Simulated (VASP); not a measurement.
Set up this calculation in VASP 6.6.1, as the native input.

* Task: single point
* Functional: PBEsol
* Potentials or basis: VASP PAW PBE potentials, release 64 (Pb_d, Te)
* Cutoff: 520 eV
* k mesh: 6 × 6 × 6
* Occupations: fermi-dirac, width 0.05 eV
* Spin: no spin polarisation
* Dipole correction: no
* Further INCAR settings: ALGO = Normal; EDIFF = 1e-06; NBANDS = 17

The structure of TePb lies in POSCAR:

```
TePb
1.0
    0.0000000000      3.2310000000      3.2310000000
    3.2310000000      0.0000000000      3.2310000000
    3.2310000000      3.2310000000      0.0000000000
Pb Te
1 1
Direct
    0.0000000000      0.0000000000      0.0000000000
    0.5000000000      0.5000000000      0.5000000000
```

These files were run (other wordings do the same):

INCAR

```
SYSTEM = TePb
PREC = Accurate
ENCUT = 520
EDIFF = 1E-6
ISMEAR = -1
SIGMA = 0.05
LREAL = .False.
LASPH = .True.
NELM = 100
ALGO = Normal
ISIF = 2
LWAVE = .False.
LCHARG = .False.
GGA = PS
NBANDS = 17
```

KPOINTS

```
Automatic mesh
0
Gamma
  6 6 6
  0 0 0
```

Potentials or basis: VASP PAW PBE potentials, release 64 (Pb_d, Te).

Run with:

```bash
$ cat potpaw_PBE.64/Pb_d/POTCAR potpaw_PBE.64/Te/POTCAR > POTCAR
$ mpirun -np 1 vasp_std > vasp.out
```

Results of the run:

| Item | Value |
| --- | --- |
| Pressure | -0.4 GPa |
| Band gap on the k mesh | 0.67 eV, direct |

Caveat: the PAW data sets were made with another functional, which shifts forces and pressure a little; spin-orbit coupling is left out, which moves the levels of the heavy elements.

It took 18 s on 1 thread of Intel(R) Xeon(R) Platinum 8375C CPU @ 2.90GHz (Ice Lake), with other jobs on the host, peak memory 0.2 GiB.
